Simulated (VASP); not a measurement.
A run of VASP 6.6.1 is set up as follows.

File POSCAR:

```
LiF
1.0
    0.0000000000      1.9948717404      1.9948717404
    1.9948717404      0.0000000000      1.9948717404
    1.9948717404      1.9948717404      0.0000000000
Li F
1 1
Direct
    0.0000000000      0.0000000000      0.0000000000
    0.5000000000      0.5000000000      0.5000000000
```

Contents of INCAR.step1:

```
ALGO = Normal ; EDIFF = 1E-5
ENCUT = 520 ; GGA = PE
ISIF = 2 ; ISMEAR = 0
LASPH = T ; LCHARG = F
LREAL = F ; LWAVE = T
NBANDS = 12 ; NELM = 60
PREC = Accurate ; SIGMA = 0.01
```

INCAR.step2

```
ALGO = Normal ; EDIFF = 1E-6
ENCUT = 520 ; GGA = PE
HFSCREEN = 0.2079 ; ISIF = 2
ISMEAR = 0 ; ISTART = 1
LASPH = T ; LCHARG = F
LHFCALC = T ; LREAL = F
LWAVE = F ; NBANDS = 12
NELM = 60 ; PREC = Accurate
PRECFOCK = Normal ; SIGMA = 0.01
```

KPOINTS

```
k-points
0
Gamma
  6 6 6
```

Potentials or basis: VASP PAW PBE potentials, release 64 (Li_sv, F).

Launch:

```sh
$ cat potpaw_PBE.64/Li_sv/POTCAR potpaw_PBE.64/F/POTCAR > POTCAR
$ cp INCAR.step1 INCAR
$ mpirun -np 1 vasp_std > vasp.out
$ cp INCAR.step2 INCAR
$ mpirun -np 1 vasp_std > vasp.out
```

Question: Estimate the band gap on the k mesh.

Answer: 11.67 eV.

Caveat: the k points lie up to 0.45 Å⁻¹ apart.
